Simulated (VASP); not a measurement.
Input of a VASP 6.6.1 run:

Contents of POSCAR:

```
K2TeCl6
1.0
    0.0000000000      5.0909017905      5.0909017905
    5.0909017905      0.0000000000      5.0909017905
    5.0909017905      5.0909017905      0.0000000000
K Te Cl
2 1 6
Direct
    0.2500000000      0.2500000000      0.2500000000
    0.7500000000      0.7500000000      0.7500000000
    0.0000000000      0.0000000000      0.0000000000
    0.2498193658      0.2498193658      0.7501806342
    0.7501806342      0.7501806342      0.2498193658
    0.2498193658      0.7501806342      0.2498193658
    0.2498193658      0.7501806342      0.7501806342
    0.7501806342      0.2498193658      0.7501806342
    0.7501806342      0.2498193658      0.2498193658
```

File INCAR.step1:

```
SYSTEM = K2TeCl6
ALGO = Normal ; EDIFF = 1E-4
ENCUT = 520 ; GGA = PE
ISMEAR = -1 ; LASPH = .True.
LCHARG = .False. ; LREAL = .False.
LWAVE = .True. ; NBANDS = 43
NELM = 80 ; PREC = Accurate
SIGMA = 0.02
```

INCAR.step2

```
SYSTEM = K2TeCl6
ALGO = Normal ; EDIFF = 1E-7
ENCUT = 520 ; ISIF = 2
ISMEAR = -1 ; ISTART = 1
LASPH = .True. ; LCHARG = .False.
LMIXTAU = .True. ; LREAL = .False.
LWAVE = .False. ; METAGGA = R2SCAN
NBANDS = 43 ; NELM = 80
PREC = Accurate ; SIGMA = 0.02
```

File KPOINTS:

```
k-points
0
Gamma
  6 6 6
  0 0 0
```

Potentials or basis: VASP PAW PBE potentials, release 64 (K_sv, Te, Cl).

Launch:

```sh
$ cat potpaw_PBE.64/K_sv/POTCAR potpaw_PBE.64/Te/POTCAR potpaw_PBE.64/Cl/POTCAR > POTCAR
$ cp INCAR.step1 INCAR
$ mpirun -np 1 vasp_std > vasp.out
$ cp INCAR.step2 INCAR
$ mpirun -np 1 vasp_std > vasp.out
```

What does it give for the largest force?

0.021 eV/Å.

Estimate the pressure.

-0.2 GPa.

Forces on the atoms (eV/Å):
```
K    0.000  0.000  0.000
K    0.000  0.000  0.000
Te   0.000  0.000  0.000
Cl   0.000  0.000 -0.021
Cl   0.000  0.000  0.021
Cl   0.000 -0.021  0.000
Cl   0.021  0.000  0.000
Cl   0.000  0.021  0.000
Cl  -0.021  0.000  0.000
```

Caveat: the PAW data sets were made with another functional, which shifts forces and pressure a little.
